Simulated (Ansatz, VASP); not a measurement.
## PbS in VASP and in Ansatz

```
Pb S
1.0
     2.07995   -5.99130    0.00000
     2.07995    5.99130    0.00000
     0.00000    0.00000    4.27932
Pb S
2 2
Direct
  0.13056 0.86944 0.25000
  0.86944 0.13056 0.75000
  0.35480 0.64520 0.25000
  0.64520 0.35480 0.75000
```

Alike in both runs: task single point; functional PBE; k mesh 5 × 5 × 5; occupations fermi-dirac, width 0.05 eV; no spin polarisation.

|  | VASP | Ansatz |
| --- | --- | --- |
| version | VASP 6.6.1 | Ansatz 0.2.0 |
| potentials or method | VASP PAW PBE potentials, release 64 (Pb_d, S) | Ansatz PAW |
| plane-wave cutoff (eV) | 520 | 420 |
| valence electrons in the cell | 40 | 40 |

VASP gave:

```
gap on the k mesh at the Fermi level (eV)                     : 1.23
least direct gap on the mesh (eV)                             : 1.30
pressure (GPa)                                                : 1.0
traceless stress, the component that is largest in VASP (GPa) : 0.27
rms of the force components (eV/Å)                            : 0.052
```

Question: What did Ansatz give for the same quantities?

Answer: gap on the k mesh at the Fermi level (eV): 1.23; least direct gap on the mesh (eV): 1.30; pressure (GPa): 1.1; traceless stress, the component that is largest in VASP (GPa): 0.28; rms of the force components (eV/Å): 0.053.

Atom by atom the forces differ by 0.002 eV/Å (rms over components).

Spin-orbit coupling is off throughout. Noted on Ansatz's run: odd divisions of the mesh miss points on the zone boundary, where band edges often lie, so the gap on the mesh can be too wide.
